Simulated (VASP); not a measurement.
# Rh (Im-3m) in VASP: notebook

Rh is run at these levels: PBE; tasks: single point, relaxation of cell and atoms.

Everything below comes from runs of VASP 6.6.1. Logs are shortened: lines on timing, memory, paths and dates and some standing lists are left out, and cuts for length are marked.

### 1 The cell of the first run

The structure is cubic, space group Im-3m (No. 229). The conventional cell has a = 3.118 Å, b = 3.118 Å, c = 3.118 Å, α = 90.00°, β = 90.00°, γ = 90.00°. Rh (site symmetry m-3m) has 14 Rh at 2.70 to 3.12 Å within 3.6 Å.

This isn't the form of Rh at room conditions, which is fcc.

### 2 Single point, PBE

Input file INCAR:

```
SYSTEM = Rh
PREC = Accurate
ENCUT = 520
EDIFF = 1E-7
ISMEAR = 0
SIGMA = 0.1
LREAL = .FALSE.
LASPH = .TRUE.
NELM = 60
ALGO = Fast
ISIF = 2
LWAVE = .FALSE.
LCHARG = .TRUE.
GGA = PE
LELF = .TRUE.
LVHAR = .TRUE.
NBANDS = 14
```

Input file KPOINTS:

```
regular mesh
0
G
  8 8 8
  0 0 0
```

Input file POSCAR:

```
Rh
1.0
   -1.5592085237      1.5592085237      1.5592085237
    1.5592085237     -1.5592085237      1.5592085237
    1.5592085237      1.5592085237     -1.5592085237
Rh
1
Direct
    0.0000000000      0.0000000000      0.0000000000
```

Potentials or basis: VASP PAW PBE potentials, release 64 (Rh_pv).

Command:

```
cat potpaw_PBE.64/Rh_pv/POTCAR > POTCAR
mpirun -np 1 vasp_std > vasp.out
```

OUTCAR:

```text
SYSTEM = Rh
   PREC = Accurate
   ENCUT = 520
   EDIFF = 1E-7
   ISMEAR = 0
   LREAL = .FALSE.
   LASPH = .TRUE.
   NELM = 60
   ISIF = 2
   GGA = PE

 ion  position               nearest neighbor table
   1  0.000  0.000  0.000-

  LATTYP: Found a body centered cubic cell.
 ALAT       =     3.1184170474

  Lattice vectors:

 A1 = (  -1.5592085237,   1.5592085237,   1.5592085237)
 A2 = (   1.5592085237,  -1.5592085237,   1.5592085237)
 A3 = (   1.5592085237,   1.5592085237,  -1.5592085237)

Analysis of symmetry for initial positions (statically):
=====================================================================
 Subroutine PRICEL returns:
 Original cell was already a primitive cell.

 Routine SETGRP: Setting up the symmetry group for a
 body centered cubic supercell.

 Subroutine GETGRP returns: Found 48 space group operations
 (whereof 48 operations were pure point group operations)
 out of a pool of 48 trial point group operations.

The static configuration has the point symmetry O_h .

Analysis of symmetry for dynamics (positions and initial velocities):
=====================================================================
 Subroutine PRICEL returns:
 Original cell was already a primitive cell.

 Routine SETGRP: Setting up the symmetry group for a
 body centered cubic supercell.

 Subroutine GETGRP returns: Found 48 space group operations
 (whereof 48 operations were pure point group operations)
 out of a pool of 48 trial point group operations.

The dynamic configuration has the point symmetry O_h .

 Subroutine INISYM returns: Found 48 space group operations
 (whereof 48 operations are pure point group operations),
 and found     1 'primitive' translations

----------------------------------------------------------------------------------------

                                     Primitive cell

  volume of cell :      15.1626

  direct lattice vectors                    reciprocal lattice vectors
    -1.559208524  1.559208524  1.559208524     0.000000000  0.320675517  0.320675517
     1.559208524 -1.559208524  1.559208524     0.320675517  0.000000000  0.320675517
     1.559208524  1.559208524 -1.559208524     0.320675517  0.320675517  0.000000000

  length of vectors
     2.700628383  2.700628383  2.700628383     0.453503666  0.453503666  0.453503666

  position of ions in fractional coordinates (direct lattice)
     0.000000000  0.000000000  0.000000000

  ion indices of the primitive-cell ions
   primitive index   ion index
                 1           1

----------------------------------------------------------------------------------------

 KPOINTS: regular mesh

Automatic generation of k-mesh.
 Grid dimensions read from file:
 generate k-points for:    8    8    8

 Generating k-lattice:

  Cartesian coordinates                     Fractional coordinates (reciprocal lattice)
     0.000000000  0.040084440  0.040084440     0.125000000  0.000000000  0.000000000
     0.040084440  0.000000000  0.040084440     0.000000000  0.125000000  0.000000000
     0.040084440  0.040084440  0.000000000     0.000000000  0.000000000  0.125000000

  Length of vectors
     0.056687958  0.056687958  0.056687958

  Shift w.r.t. Gamma in fractional coordinates (k-lattice)
     0.000000000  0.000000000  0.000000000

 Subroutine IBZKPT returns following result:
 ===========================================

 Found     29 irreducible k-points:

 Following reciprocal coordinates:
            Coordinates               Weight
  0.000000  0.000000  0.000000      1.000000
  0.125000  0.000000  0.000000     12.000000
  0.250000  0.000000  0.000000     12.000000
  0.375000  0.000000  0.000000     12.000000
  0.500000  0.000000  0.000000      6.000000
  0.125000  0.125000  0.000000     24.000000
[... 16 lines left out ...]
 -0.250000  0.250000  0.250000      6.000000
 -0.375000  0.375000  0.250000     24.000000
 [... further k-points ...]
   k-points           NKPTS =     29   k-points in BZ     NKDIM =     29   number of bands    NBANDS=     14
   number of dos      NEDOS =    301   number of ions     NIONS =      1
   total plane-waves  NPLWV =   8000
   dimension x,y,z NGX =    20 NGY =   20 NGZ =   20
   dimension x,y,z NGXF=    40 NGYF=   40 NGZF=   40
   ions per type =               1
   NGX,Y,Z   is equivalent  to a cutoff of  12.31, 12.31, 12.31 a.u.
   NGXF,Y,Z  is equivalent  to a cutoff of  24.62, 24.62, 24.62 a.u.
 SYSTEM =  Rh
   PREC   = accura    normal or accurate (medium, high low for compatibility)
   ISTART =      0    job   : 0-new  1-cont  2-samecut
   ICHARG =      2    charge: 1-file 2-atom 10-const
   ISPIN  =      1    spin polarized calculation?
   LNONCOLLINEAR =      F non collinear calculations
   LSORBIT =      F    spin-orbit coupling
   LASPH  =      T    aspherical Exc in radial PAW
   ENCUT  =  520.0 eV  38.22 Ry    6.18 a.u.   5.02  5.02  5.02*2*pi/ulx,y,z
   NELM   =     60;   NELMIN=  2; NELMDL= -5     # of ELM steps
   EDIFF  = 0.1E-06   stopping-criterion for ELM
   LREAL  =      F    real-space projection
   EDIFFG = 0.1E-05   stopping-criterion for IOM
   NSW    =      0    number of steps for IOM
   IBRION =     -1    ionic relax: 0-MD 1-quasi-New 2-CG
   NFREE  =      0    steps in history (QN), initial steepest desc. (CG)
   ISIF   =      2    stress and relaxation
   ISYM   =      2    0-nonsym 1-usesym 2-fastsym
   POTIM  = 0.5000    time-step for ionic-motion
   TEBEG  =    0.0;   TEEND  =   0.0 temperature during run
   PSTRESS=    0.0 pullay stress
   NELECT =      15.0000    total number of electrons
   NUPDOWN=      -1.0000    fix difference up-down
   EMIN   =  10.00;   EMAX   =-10.00  energy-range for DOS
   EFERMI =   0.00;   METHOD = LEGACY
   ISMEAR =     0;   SIGMA  =   0.10  broadening in eV -4-tet -1-fermi 0-gaus
   EFERMI_NEDOS =   21; number of points for ismear=-14 and -15
   IALGO  =     68    algorithm
   IMIX   =      4    mixing-type and parameters
     AMIX     =   0.40;   BMIX     =  1.00
     AMIX_MAG =   1.60;   BMIX_MAG =  1.00
  volume/ion in A,a.u.               =      15.16       102.32
  Fermi-wavevector in a.u.,A,eV,Ry     =   1.631227  3.082572 36.203761  2.660901
  Thomas-Fermi vector in A             =   2.723398
   LORBIT       =      0    0 simple, 1 ext, 2 COOP (PROOUT), +10 PAW based schemes
   GGA     = PE    functional components
   LHFCALC =     F    Hartree Fock is set to
   AEXX    =    0.0000 exact exchange contribution
   IVDW    =     0    specifies the selected vdW correction
   LEPSILON=     F    determine dielectric tensor
   LRPA    =     F    only Hartree local field effects (RPA)
 non-spin polarized calculation
 RMM-DIIS sequential band-by-band and
 Gauss-broadening in eV      SIGMA  =   0.10
  energy-cutoff  :      520.00
  volume of cell :       15.16
 maximum number of plane-waves:       420
   NGX =  9   NGY =  9   NGZ =  9

 number of electron      15.0000005 magnetization

 Free energy of the ion-electron system (eV)
  ---------------------------------------------------
  ext. energy  EPLUGINS =         0.00000000
  ---------------------------------------------------
  free energy    TOTEN  =        -6.88498367 eV

  energy without entropy =       -6.87063121  energy(sigma->0) =       -6.87780744

 E-fermi :  10.0392     XC(G=0): -13.3921

 val. band max:       10.0123537790   @ k =   0.2500   0.2500   0.2500
 cond. band min:      10.0672408677   @ k =  -0.3750  -0.3750   0.1250
 fundamental gap:      0.0548870886
 Fermi energy:        10.0391889127

 k-point     1 :       0.0000    0.0000    0.0000
  band No.  band energies     occupation
      1     -35.8727      2.00000
      2     -35.8727      2.00000
      3     -35.8727      2.00000
      4       2.9535      2.00000
      5       7.4836      2.00000
      6       7.4836      2.00000
      7       7.4836      2.00000
      8       9.6631      2.00000
      9       9.6631      2.00000
     10      28.3958      0.00000
     11      28.3958      0.00000
     12      28.3958      0.00000
     13      31.2851      0.00000
     14      37.4582      0.00000

 k-point     2 :       0.1250    0.0000    0.0000
  band No.  band energies     occupation
      1     -35.9527      2.00000
      2     -35.8996      2.00000
      3     -35.8725      2.00000
      4       3.5393      2.00000
      5       7.2645      2.00000
      6       7.4761      2.00000
      7       7.9406      2.00000
      8       9.4330      2.00000
      9       9.6816      2.00000
     10      28.2320      0.00000
     11      28.4481      0.00000
     12      29.1972      0.00000
     13      31.2836      0.00000
     14      34.6737      0.00000

 k-point     3 :       0.2500    0.0000    0.0000
  band No.  band energies     occupation
      1     -36.1427      2.00000
      2     -35.9643      2.00000
      3     -35.8721      2.00000
      4       4.7730      2.00000
      5       6.7728      2.00000
      6       7.6770      2.00000
      7       9.1752      2.00000
      8       9.2999      2.00000
      9       9.7584      1.99993
     10      25.5841      0.00000
     11      27.1673      0.00000
     12      31.2388      0.00000
     13      31.2934      0.00000
     14      32.9108      0.00000
[... 324 lines left out ...]
 k-point    23 :      -0.2500    0.2500    0.2500
  band No.  band energies     occupation
      1     -36.1490      2.00000
      2     -36.0619      2.00000
      3     -36.0619      2.00000
      4       6.0895      2.00000
      5       7.0278      2.00000
      6       8.1483      2.00000
      7       8.1483      2.00000
      8       9.0839      2.00000
      9      11.2696      0.00000
     10      26.6642      0.00000
     11      27.1779      0.00000
     12      27.1779      0.00000
     13      27.5879      0.00000
     14      31.2857      0.00000

 k-point    24 :      -0.3750    0.3750    0.2500
  band No.  band energies     occupation
      1     -36.2716      2.00000
      2     -36.1302      2.00000
      3     -36.0743      2.00000
      4       6.0127      2.00000
      5       6.4370      2.00000
      6       8.1539      2.00000
      7       8.7922      2.00000
      8      10.3933      0.00000
      9      13.3483      0.00000
     10      22.2508      0.00000
     11      24.5996      0.00000
     12      26.8107      0.00000
     13      29.1433      0.00000
     14      31.2846      0.00000

 [... further k-points ...]
[... 5 lines left out ...]
  --------------------------------------------------------------------------------------
  -------------------------------------------------------------------------------------
  Total       -0.9193778     -0.9193778     -0.9193778      0.0000000     -0.0000000     -0.0000000
  in kB      -97.1475875    -97.1475875    -97.1475875      0.0000000     -0.0000000     -0.0000000
  external PRESSURE =     -97.1475875 kB  Pullay stress =       0.0000000 kB

 VOLUME and BASIS-vectors are now :
 -----------------------------------------------------------------------------
  energy-cutoff  :      520.00
  volume of cell :       15.16
      direct lattice vectors                 reciprocal lattice vectors
    -1.559208524  1.559208524  1.559208524     0.000000000  0.320675517  0.320675517
     1.559208524 -1.559208524  1.559208524     0.320675517  0.000000000  0.320675517
     1.559208524  1.559208524 -1.559208524     0.320675517  0.320675517  0.000000000

 POSITION                                       TOTAL-FORCE (eV/Angst)
 -----------------------------------------------------------------------------------
      0.00000      0.00000      0.00000        -0.000000      0.000000      0.000000
 -----------------------------------------------------------------------------------
    total drift:                                0.000000     -0.000000      0.000000

  FREE ENERGIE OF THE ION-ELECTRON SYSTEM (eV)
  ---------------------------------------------------
  free  energy   TOTEN  =        -6.8849836714 eV

  energy  without entropy=       -6.8706312076  energy(sigma->0) =       -6.87780744
```

It took 23 s on 1 thread of Intel Xeon 8259CL, shared host; peak memory 0.12 GiB.

What came out:

```
Free energy            : -6.8850 eV
Pressure               : -9.7 GPa
Band gap on the k mesh : zero (an odd number of electrons rules out a gap without spin polarisation)
```

Caveat: the cell stands under tension.

### 3 Single point, PBE

This run uses another cell than the first one, of 14.47 Å³/atom.

Input file INCAR:

```
PREC     = Accurate       # precision mode
ENCUT    = 520            # plane-wave cutoff, eV
EDIFF    = 1E-6           # SCF threshold, eV
ISMEAR   = 0              # smearing method
SIGMA    = 0.1            # smearing width, eV
LREAL    = False          # projectors in reciprocal space
LASPH    = True           # aspherical terms in the spheres
NELM     = 60             # most SCF steps
ALGO     = Normal         # electronic algorithm
ISIF     = 2              # what is computed and relaxed
LWAVE    = False          # write WAVECAR
LCHARG   = True           # write CHGCAR
GGA      = PE             # functional
LELF     = True           # ELF
LVHAR    = True         
NBANDS   = 14             # bands
```

Input file KPOINTS:

```
regular mesh
0
Gamma
  8 8 8
```

Input file POSCAR:

```
Rh
1.0
   -1.5349734125      1.5349734125      1.5349734125
    1.5349734125     -1.5349734125      1.5349734125
    1.5349734125      1.5349734125     -1.5349734125
Rh
1
Direct
    0.0000000000      0.0000000000      0.0000000000
```

Potentials or basis: VASP PAW PBE potentials, release 64 (Rh_pv).

Command:

```
cat potpaw_PBE.64/Rh_pv/POTCAR > POTCAR
mpirun -np 1 vasp_std > vasp.out
```

Wall time 18 s (1 thread of Intel Xeon 8259CL, shared host); peak memory 0.13 GiB.

The run converged. Its results:

* Free energy: -6.9066 eV
* Pressure: 0.1 GPa
* Band gap on the k mesh: zero (an odd number of electrons rules out a gap without spin polarisation)

Levels at points of the mesh, in eV from the Fermi level:
| k point | band 6 | band 7 | band 8 | band 9 | band 10 | band 11 |
| --- | --- | --- | --- | --- | --- | --- |
| (0.00, 0.00, 0.00) | -2.74 | -2.74 | -0.41 | -0.41 | 18.45 | 18.45 |
| (0.50, 0.00, 0.00) | -0.48 | -0.09 | 1.37 | 1.52 | 9.02 | 14.57 |
| (0.50, 0.50, 0.50) | 1.04 | 1.04 | 1.04 | 9.34 | 9.34 | 9.34 |

Caveat: the k points lie up to 0.36 Å⁻¹ apart, too coarse for converged energies and pressures of a metal.

### 4 Relaxation of cell and atoms, PBE

Input file INCAR:

```
ALGO = Normal
EDIFF = 1E-6
EDIFFG = -0.04
ENCUT = 600
GGA = PE
IBRION = 2
ISIF = 3
ISMEAR = 0
LASPH = T
LCHARG = F
LREAL = F
LWAVE = F
NELM = 100
NSW = 90
PREC = Accurate
SIGMA = 0.1
```

Input file KPOINTS:

```
k-points
0
Gamma
  8 8 8
```

Input file POSCAR:

```
Rh
1.0
   -1.5592085237      1.5592085237      1.5592085237
    1.5592085237     -1.5592085237      1.5592085237
    1.5592085237      1.5592085237     -1.5592085237
Rh
1
Direct
    0.0000000000      0.0000000000      0.0000000000
```

Command:

```
cat potpaw_PBE.64/Rh_pv/POTCAR > POTCAR
mpirun -np 1 vasp_std > vasp.out
```

It took 49 s on 1 thread of Intel Xeon 8259CL, shared host; peak memory 0.14 GiB.

Results (log left out):

* Free energy: -6.9076 eV
* Relaxed volume: 14.48 Å³/atom
* Relaxed cell: a = 2.660 Å, b = 2.660 Å, c = 2.660 Å, α = 109.47°, β = 109.47°, γ = 109.47°
* Space group after relaxing (to 0.1 Å): Im-3m (No. 229)
* Energy gained by relaxing: 22.5 meV/atom
* Ionic steps: 3
* Pressure after relaxing: -0.4 GPa
* Band gap on the k mesh: zero (an odd number of electrons rules out a gap without spin polarisation)

The path:
```tsv
step	energy change (eV)	largest force (eV/Å)	pressure (GPa)	volume (Å³)
1	0.0000	0.0000	-9.82	15.16
2	0.0728	0.0000	26.81	13.21
3	-0.0225	0.0000	-0.37	14.48
```

Final structure:
```
Rh
1.0
    -1.53557    1.53557    1.53557
     1.53557   -1.53557    1.53557
     1.53557    1.53557   -1.53557
Rh
1
Direct
  0.00000 0.00000 0.00000
```

Levels at points of the mesh, in eV from the Fermi level:
| k point | band 5 | band 6 | band 7 | band 8 | band 9 | band 10 | band 11 |
| --- | --- | --- | --- | --- | --- | --- | --- |
| (0.00, 0.00, 0.00) | -2.74 | -2.74 | -2.74 | -0.41 | -0.41 | 18.44 | 18.44 |
| (0.50, 0.00, 0.00) | -4.17 | -0.48 | -0.09 | 1.37 | 1.52 | 9.00 | 14.57 |
| (0.50, 0.50, 0.50) | -5.50 | 1.04 | 1.04 | 1.04 | 9.33 | 9.33 | 9.33 |

### 5 Summary

```tsv
task	cell	cutoff (eV)	gap on the mesh (eV)	pressure (GPa)
single point	a = 2.701 Å, angles 109.5°, 1 atom	520	none	-9.7
single point	a = 2.659 Å, angles 109.5°, 1 atom	520	none	0.1
relaxation of cell and atoms	relaxed from a = 2.701 Å, angles 109.5°, 1 atom	600	none	-0.4
```

Alike in all rows: level PBE; potentials or basis VASP PAW PBE potentials, release 64 (Rh_pv); no spin polarisation; k mesh 8 × 8 × 8; smearing gaussian 0.1 eV.

Caveats: some runs use coarse meshes; the cell stands under tension (at least some runs).

Absolute energies hang on the potentials; compare differences alone.
